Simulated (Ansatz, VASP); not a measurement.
Two plane-wave programs on SnO

```
Sn O
1.0
     3.82016    0.00000    0.00000
     0.00000    3.82016    0.00000
     0.00000    0.00000   22.22608
Sn O
4 4
Direct
  0.75000 0.25000 0.20246
  0.25000 0.75000 0.30878
  0.62500 0.12500 0.49775
  0.12500 0.62500 0.60407
  0.25000 0.25000 0.25562
  0.75000 0.75000 0.25562
  0.12500 0.12500 0.55091
  0.62500 0.62500 0.55091
```

Alike in both runs: task single point; functional PBE; dispersion D3(BJ); k mesh 7 × 7 × 1; occupations gaussian, width 0.05 eV; no spin polarisation.

|  | VASP | Ansatz |
| --- | --- | --- |
| version | VASP 6.6.1 | Ansatz 0.2.0 |
| potentials or method | VASP PAW PBE potentials, release 64 (Sn_d, O_h), cutoff 910 eV | scalar-relativistic, plane waves, PAW |
| valence electrons in the cell | 80 | 80 |

|  | VASP | Ansatz | Ansatz less VASP |
| --- | --- | --- | --- |
| gap on the k mesh at the Fermi level (eV) | 2.57 | 2.61 | +0.044 |
| least direct gap on the mesh (eV) | 2.58 | 2.63 | +0.042 |
| rms of the force components (eV/Å) | 0.053 | 0.024 | -0.0287 |

Noted on VASP's run: the cutoff is short for stress, so the pressure is rough.
